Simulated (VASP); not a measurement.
Wanted: the native input for a VASP 6.6.1 run.

```
Task                   : single point
Functional             : PBE
Potentials or basis    : VASP PAW PBE potentials, release 64 (Ti_sv, Te, Se)
Cutoff                 : 520 eV
k mesh                 : 4 × 4 × 2
Occupations            : gaussian, width 0.1 eV
Spin                   : collinear spin, ferromagnetic start
Starting moments       : [1.0, 0.0, 0.0, 0.0, 0.0] μB
Dipole correction      : no
Further INCAR settings : ALGO = Normal; EDIFF = 1e-06; NBANDS = 30
```

The structure of TiTe3Se lies in POSCAR:

```
TiTe3Se
1.0
    4.8598990800      0.0000000000      0.0000000000
    0.0000000000      4.8598990800      0.0000000000
    0.0000000000      0.0000000000      7.5397414400
Ti Te Se
1 3 1
Direct
    0.5000000000      0.5000000000      0.6845283000
    0.5000000000      0.0000000000      0.3541195400
    0.0000000000      0.5000000000      0.3541195400
    0.5000000000      0.5000000000      0.9798753200
    0.5000000000      0.5000000000      0.2559860200
```

The input as run:

INCAR

```
SYSTEM = TiTe3Se
  PREC = Accurate
  ENCUT = 520
  EDIFF = 1E-6
  ISMEAR = 0
  SIGMA = 0.1
  LREAL = .FALSE.
  LASPH = .TRUE.
  NELM = 150
  ALGO = Normal
  ISIF = 2
  LWAVE = .FALSE.
  LCHARG = .FALSE.
  ISPIN = 2
  MAGMOM = 1 0 0 0 0
  LORBIT = 11
  LMAXMIX = 4
  GGA = PE
  NBANDS = 30
```

KPOINTS

```
regular mesh
0
G
  4 4 2
  0 0 0
```

Potentials or basis: VASP PAW PBE potentials, release 64 (Ti_sv, Te, Se).

Command:

```console
$ cat potpaw_PBE.64/Ti_sv/POTCAR potpaw_PBE.64/Te/POTCAR potpaw_PBE.64/Se/POTCAR > POTCAR
$ mpirun -np 1 vasp_std > vasp.out
```

It gave:

```yaml
Pressure: 20.5 GPa
Largest_force: 9.725 eV/Å
Net_moment: 1.85 μB per cell
Site_moments: Ti +1.48; Te -0.05, -0.02; Se -0.01 μB
Valence_electrons_inside_the_program's_atomic_spheres: Ti 10.31; Te 3.40, 3.77; Se 4.22
```

Caveat: the k points lie up to 0.42 Å⁻¹ apart; forces of over 1 eV/Å act on the atoms, so gaps and moduli don't describe the material at rest.

Run time: 3.1 min on 1 thread of AMD EPYC 7R13, with other jobs on the host, peak memory 0.37 GiB.
